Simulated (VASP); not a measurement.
**GaAs: single point with PBE**

The system is GaAs.

```
CELL_PARAMETERS angstrom
0.00000 2.82685 2.82685
2.82685 0.00000 2.82685
2.82685 2.82685 0.00000
ATOMIC_POSITIONS crystal
As 0.75000 0.75000 0.75000
Ga 0.00000 0.00000 0.00000
```

| Item | Value |
| --- | --- |
| Program | VASP 6.6.1 |
| Task | single point |
| Functional | PBE |
| Potentials or basis | VASP PAW PBE potentials, release 64 (As, Ga_d) |
| Cutoff | 520 eV |
| k mesh | 8 × 8 × 8 |
| Occupations | gaussian, width 0.021 eV |
| Spin | no spin polarisation |

```json
{
  "Pressure": "3.5 GPa",
  "Band gap on the k mesh": "0.52 eV, direct"
}
```

Levels at points of the mesh, in eV from the valence-band top:
```
           k point  band 5  band 6  band 7  band 8  band 9  band 10  band 11  band 12  band 13  band 14
(0.00, 0.00, 0.00)  -14.73  -12.73    0.00    0.00    0.00     0.52     3.73     3.73     3.73     7.59
(0.50, 0.00, 0.00)  -14.73  -10.96   -6.64   -1.14   -1.14     1.00     4.63     4.63     7.75    10.40
(0.50, 0.50, 0.00)  -14.72  -10.22   -6.82   -2.68   -2.68     1.46     1.65    10.17    10.17    10.98
```

Run time: 11 s on 1 thread of Intel(R) Xeon(R) 6975P-C (Granite Rapids), with other jobs on the host, peak memory 0.17 GiB.

A k mesh can miss the band edges. A hybrid or GW would open this gap; PBE tends to underestimate it.
